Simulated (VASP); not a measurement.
Write the native input for VASP 6.6.1 that does the following.

```
Task                   : relaxation of cell and atoms
Functional             : PBE
Potentials or basis    : VASP PAW PBE potentials, release 64 (Si, C)
Cutoff                 : 600 eV
k mesh                 : 6 × 6 × 4
Occupations            : gaussian, width 0.1 eV
Spin                   : no spin polarisation
Dipole correction      : no
Further INCAR settings : ALGO = Normal; EDIFF = 1e-07; IBRION = 2; EDIFFG = -0.04; NSW = 90; ISIF = 3
```

The structure of Si2C lies in POSCAR:

```
Si2C
1.0
    2.7309466400      0.0000000000      0.0000000000
   -1.3654733200      2.3650691600      0.0000000000
    0.0000000000      0.0000000000      6.6894257700
Si C
2 1
Direct
    0.3333333300      0.6666666700      0.6666666700
    0.6666666700      0.3333333300      0.3333333300
    0.0000000000      0.0000000000      0.0000000000
```

One way to write it, as run:

INCAR

```
SYSTEM = Si2C
  PREC = Accurate
  ENCUT = 600
  EDIFF = 1E-7
  ISMEAR = 0
  SIGMA = 0.1
  LREAL = .False.
  LASPH = .True.
  NELM = 80
  ALGO = Normal
  ISIF = 3
  LWAVE = .False.
  LCHARG = .False.
  GGA = PE
  IBRION = 2
  NSW = 90
  EDIFFG = -0.04
```

KPOINTS

```
regular mesh
0
Gamma
  6 6 4
  0 0 0
```

Potentials or basis: VASP PAW PBE potentials, release 64 (Si, C).

Run with:

```console
$ cat potpaw_PBE.64/Si/POTCAR potpaw_PBE.64/C/POTCAR > POTCAR
$ mpirun -np 1 vasp_std > vasp.out
```

It gave:

The relaxed volume is 10.78 Å³/atom, the relaxed cell is a = 2.965 Å, b = 2.965 Å, c = 4.249 Å, α = 90.00°, β = 90.00°, γ = 120.00° and the space group after relaxing (to 0.05 Å) is P-3m1 (No. 164). The energy gained by relaxing is 1423.2 meV/atom, the ionic steps are 26 and the pressure after relaxing is 0.0 GPa. The largest force after relaxing is 0.008 eV/Å and the band gap on the k mesh is zero (band 6 reaches 15.41 eV, above the bottom of band 7 at 9.35 eV).

Caveat: the k points lie up to 0.41 Å⁻¹ apart in the final cell; the volume moved by over 15 % at a fixed basis, so the end points are rough.

It took 120 s on 1 thread of Intel(R) Xeon(R) Platinum 8559C (Emerald Rapids) (shared host), peak memory 0.18 GiB.
